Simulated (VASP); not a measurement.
# AlNi in VASP: further runs, part 2 of 2

VASP 6.6.1. Earlier steps stand in the parts before.

### 3 Single point, r2SCAN (uniaxial strain along c: +3.0 %)

Contents of POSCAR:

```
AlNi
1.0
    2.8384827092      0.0000000000      0.0000000000
    0.0000000000      2.8384827092      0.0000000000
    0.0000000000      0.0000000000      2.9561178642
Al Ni
1 1
Direct
    0.0000000000      0.0000000000      0.0000000000
    0.5000000000      0.5000000000      0.5000000000
```

Contents of INCAR.step1:

```
SYSTEM = AlNi
  ALGO = Normal
  EDIFF = 1E-4
  ENCUT = 520
  GGA = PE
  ISMEAR = 0
  LASPH = .True.
  LCHARG = .False.
  LREAL = .False.
  LWAVE = .True.
  NBANDS = 14
  NELM = 60
  PREC = Accurate
  SIGMA = 0.1
```

Contents of INCAR.step2:

```
SYSTEM = AlNi
  ALGO = Normal
  EDIFF = 1E-7
  ENCUT = 520
  ISIF = 2
  ISMEAR = 0
  ISTART = 1
  LASPH = .True.
  LCHARG = .False.
  LMIXTAU = .True.
  LREAL = .False.
  LWAVE = .False.
  METAGGA = R2SCAN
  NBANDS = 14
  NELM = 60
  PREC = Accurate
  SIGMA = 0.1
```

Contents of KPOINTS:

```
k-points
0
Gamma
  18 18 18
  0 0 0
```

Potentials or basis: VASP PAW PBE potentials, release 64 (Al, Ni).

Run with:

```sh
$ cat potpaw_PBE.64/Al/POTCAR potpaw_PBE.64/Ni/POTCAR > POTCAR
$ cp INCAR.step1 INCAR
$ mpirun -np 1 vasp_std > vasp.out
$ cp INCAR.step2 INCAR
$ mpirun -np 1 vasp_std > vasp.out
```

OUTCAR:

```text
SYSTEM = AlNi
   EDIFF = 1E-7
   ENCUT = 520
   ISIF = 2
   ISMEAR = 0
   ISTART = 1
   LASPH = .True.
   LREAL = .False.
   METAGGA = R2SCAN
   NELM = 60
   PREC = Accurate

 ion  position               nearest neighbor table
   1  0.000  0.000  0.000-   2 2.49   2 2.49   2 2.49   2 2.49   2 2.49   2 2.49   2 2.49   2 2.49

   2  0.500  0.500  0.500-   1 2.49   1 2.49   1 2.49   1 2.49   1 2.49   1 2.49   1 2.49   1 2.49

  LATTYP: Found a simple tetragonal cell.
 ALAT       =     2.8384827092
 C/A-ratio  =     1.0414429704

  Lattice vectors:

 A1 = (   2.8384827092,   0.0000000000,   0.0000000000)
 A2 = (   0.0000000000,   2.8384827092,   0.0000000000)
 A3 = (   0.0000000000,   0.0000000000,   2.9561178642)

Analysis of symmetry for initial positions (statically):
=====================================================================
 Subroutine PRICEL returns:
 Original cell was already a primitive cell.

 Routine SETGRP: Setting up the symmetry group for a
 simple tetragonal supercell.

 Subroutine GETGRP returns: Found 16 space group operations
 (whereof 16 operations were pure point group operations)
 out of a pool of 16 trial point group operations.

The static configuration has the point symmetry D_4h.

Analysis of symmetry for dynamics (positions and initial velocities):
=====================================================================
 Subroutine PRICEL returns:
 Original cell was already a primitive cell.

 Routine SETGRP: Setting up the symmetry group for a
 simple tetragonal supercell.

 Subroutine GETGRP returns: Found 16 space group operations
 (whereof 16 operations were pure point group operations)
 out of a pool of 16 trial point group operations.

The dynamic configuration has the point symmetry D_4h.

 Subroutine INISYM returns: Found 16 space group operations
 (whereof 16 operations are pure point group operations),
 and found     1 'primitive' translations

----------------------------------------------------------------------------------------

                                     Primitive cell

  volume of cell :      23.8174
[... 115 lines left out ...]
   LHFCALC =     F    Hartree Fock is set to
   AEXX    =    0.0000 exact exchange contribution
   IVDW    =     0    specifies the selected vdW correction
   LEPSILON=     F    determine dielectric tensor
   LRPA    =     F    only Hartree local field effects (RPA)
 non-spin polarized calculation
 Gauss-broadening in eV      SIGMA  =   0.10
  energy-cutoff  :      520.00
  volume of cell :       23.82
 maximum number of plane-waves:       661
 NGX is ok and might be reduce to    24
   NGX = 11   NGY = 11   NGZ = 11

 number of electron      12.9999995 magnetization

 Free energy of the ion-electron system (eV)
  ---------------------------------------------------
  ext. energy  EPLUGINS =         0.00000000
  ---------------------------------------------------
  free energy    TOTEN  =       -20.06175655 eV

  energy without entropy =      -20.05874661  energy(sigma->0) =      -20.06025158

 E-fermi :   9.9465     XC(G=0): -13.0339

 val. band max:        9.9107741375   @ k =   0.3889   0.3333   0.5000
 cond. band min:       9.9567706609   @ k =   0.3889   0.1667   0.2222
 fundamental gap:      0.0459965234
 Fermi energy:         9.9465427646

 k-point     1 :       0.0000    0.0000    0.0000
  band No.  band energies     occupation
      1      -1.8053      2.00000
      2       6.5472      2.00000
      3       6.6062      2.00000
      4       8.3068      2.00000
      5       8.3068      2.00000
      6       8.3989      2.00000
      7      14.8433      0.00000
      8      16.3746      0.00000
      9      16.3746      0.00000
     10      18.0945      0.00000
     11      18.5325      0.00000
     12      25.1194      0.00000
     13      31.7076      0.00000
     14      31.7076      0.00000
[... 377 lines left out ...]
      1       0.5839      2.00000
      2       5.5825      2.00000
      3       6.9907      2.00000
      4       7.6563      2.00000
      5       7.7544      2.00000
      6       8.2828      2.00000
      7      10.0637      0.09769
      8      16.3037      0.00000
      9      17.7642      0.00000
     10      19.5501      0.00000
     11      23.1411      0.00000
     12      23.9942      0.00000
     13      25.0003      0.00000
     14      27.5285      0.00000

 [... further k-points ...]
[... 5 lines left out ...]
  --------------------------------------------------------------------------------------
  -------------------------------------------------------------------------------------
  Total       -0.2570940     -0.2570940     -0.6741303      0.0000000      0.0000000      0.0000000
  in kB      -17.2945126    -17.2945126    -45.3482160      0.0000000      0.0000000      0.0000000
  external PRESSURE =     -26.6457471 kB  Pullay stress =       0.0000000 kB

 VOLUME and BASIS-vectors are now :
 -----------------------------------------------------------------------------
  energy-cutoff  :      520.00
  volume of cell :       23.82
      direct lattice vectors                 reciprocal lattice vectors
     2.838482709  0.000000000  0.000000000     0.352300895  0.000000000  0.000000000
     0.000000000  2.838482709  0.000000000     0.000000000  0.352300895  0.000000000
     0.000000000  0.000000000  2.956117864     0.000000000  0.000000000  0.338281505

 POSITION                                       TOTAL-FORCE (eV/Angst)
 -----------------------------------------------------------------------------------
      0.00000      0.00000      0.00000         0.000000      0.000000      0.000000
      1.41924      1.41924      1.47806         0.000000      0.000000      0.000000
 -----------------------------------------------------------------------------------
    total drift:                                0.000000      0.000000     -0.000000

  FREE ENERGIE OF THE ION-ELECTRON SYSTEM (eV)
  ---------------------------------------------------
  free  energy   TOTEN  =       -20.0617565464 eV

  energy  without entropy=      -20.0587466118  energy(sigma->0) =      -20.06025158
```

OUTCAR.step1:

```text
SYSTEM = AlNi
   EDIFF = 1E-4
   ENCUT = 520
   GGA = PE
   ISMEAR = 0
   LASPH = .True.
   LREAL = .False.
[... 631 lines left out ...]
      0.00000      0.00000      0.00000         0.000000      0.000000      0.000000
      1.41924      1.41924      1.47806         0.000000      0.000000      0.000000
 -----------------------------------------------------------------------------------
    total drift:                                0.000000      0.000000     -0.000000

  FREE ENERGIE OF THE ION-ELECTRON SYSTEM (eV)
  ---------------------------------------------------
  free  energy   TOTEN  =       -10.5324491017 eV

  energy  without entropy=      -10.5291393598  energy(sigma->0) =      -10.53079423
```

Wall time 8 min (1 thread of Intel Xeon 8259CL, shared host); peak memory 0.31 GiB.

Results:

* Free energy: -20.0618 eV
* Pressure: -2.7 GPa
* Band gap on the k mesh: zero (an odd number of electrons rules out a gap without spin polarisation)

Stress tensor (GPa, compression positive):
```
-1.73  0.00  0.00
 0.00 -1.73  0.00
 0.00  0.00 -4.53
```

Caveat: the cell differs from its parent crystal (uniaxial strain along c: +3.0 %); the PAW data sets were made with another functional, which shifts forces and pressure a little.

### 4 Single point, r2SCAN (12.09 Å³/atom)

This run uses another cell than the first one, of 12.09 Å³/atom.

Contents of POSCAR:

```
AlNi
1.0
    2.0424124884     -2.0421900596      0.0000000000
    2.0424124884      2.0421900596      0.0000000000
    0.0000000000      0.0000000000      2.8984351847
Al Ni
1 1
Direct
    0.0000000000      0.0000000000      0.0000000000
    0.5000000000      0.5000000000      0.5000000000
```

Contents of INCAR.step1:

```
SYSTEM = AlNi
  ALGO = Normal
  EDIFF = 1E-4
  ENCUT = 520
  GGA = PE
  ISMEAR = 0
  LASPH = .TRUE.
  LCHARG = .FALSE.
  LREAL = .FALSE.
  LWAVE = .TRUE.
  NBANDS = 14
  NELM = 80
  PREC = Accurate
  SIGMA = 0.1
```

Contents of INCAR.step2:

```
SYSTEM = AlNi
  ALGO = Normal
  EDIFF = 1E-6
  ENCUT = 520
  ISIF = 2
  ISMEAR = 0
  ISTART = 1
  LASPH = .TRUE.
  LCHARG = .FALSE.
  LMIXTAU = .TRUE.
  LREAL = .FALSE.
  LWAVE = .FALSE.
  METAGGA = R2SCAN
  NBANDS = 14
  NELM = 80
  PREC = Accurate
  SIGMA = 0.1
```

Contents of KPOINTS:

```
k-points
0
G
  16 16 14
  0 0 0
```

Run with:

```sh
$ cat potpaw_PBE.64/Al/POTCAR potpaw_PBE.64/Ni/POTCAR > POTCAR
$ cp INCAR.step1 INCAR
$ mpirun -np 1 vasp_std > vasp.out
$ cp INCAR.step2 INCAR
$ mpirun -np 1 vasp_std > vasp.out
```

Run time: 2.7 min. Hardware: 1 thread of Intel Xeon 6975P-C (Granite Rapids), shared host; peak memory 0.32 GiB.

Results (log left out):

```yaml
Free_energy: -20.0586 eV
Pressure: -5.1 GPa
Band_gap_on_the_k_mesh: zero (an odd number of electrons rules out a gap without spin polarisation)
```

Levels at points of the mesh, in eV from the Fermi level:
| k point | band 4 | band 5 | band 6 | band 7 | band 8 | band 9 | band 10 | band 11 |
| --- | --- | --- | --- | --- | --- | --- | --- | --- |
| (0.00, 0.00, 0.00) | -1.56 | -1.56 | -1.56 | 5.77 | 5.90 | 5.90 | 8.35 | 8.39 |
| (0.50, 0.00, 0.00) | -2.29 | -2.27 | -1.47 | -0.62 | 8.64 | 10.43 | 10.56 | 11.45 |
| (0.50, 0.50, 0.00) | -3.04 | -2.12 | -2.12 | -1.00 | 1.60 | 2.68 | 13.10 | 15.68 |
| (0.00, 0.00, 0.50) | -2.27 | -2.27 | -1.47 | -0.64 | 8.64 | 10.54 | 10.54 | 11.52 |
| (0.50, 0.00, 0.50) | -3.06 | -2.11 | -2.10 | -1.00 | 1.57 | 2.65 | 13.19 | 15.75 |
| (0.50, 0.50, 0.50) | -0.97 | -0.97 | 2.06 | 2.06 | 2.06 | 4.37 | 4.58 | 4.58 |

Caveat: the cell stands under tension; the PAW data sets were made with another functional, which shifts forces and pressure a little.

### 5 The runs side by side

```tsv
cell	k mesh	gap on the mesh (eV)	pressure (GPa)
a = 2.802, b = 2.802, c = 2.810 Å, 2 atoms	16 × 16 × 14	none	12.2
a = 2.838, b = 2.838, c = 2.956 Å, 2 atoms	18 × 18 × 18	none	-2.7
a = 2.888, b = 2.888, c = 2.898 Å, 2 atoms	16 × 16 × 14	none	-5.1
```

Alike in all rows: task single point; level r2SCAN; potentials or basis VASP PAW PBE potentials, release 64 (Al, Ni); no spin polarisation; cutoff (eV) 520; smearing gaussian 0.1 eV.

Caveats: the PAW data sets were made with another functional, which shifts forces and pressure a little; the cell stands under pressure (at least some runs); the cell stands under tension (at least some runs).

Absolute energies hang on the potentials; compare differences alone.
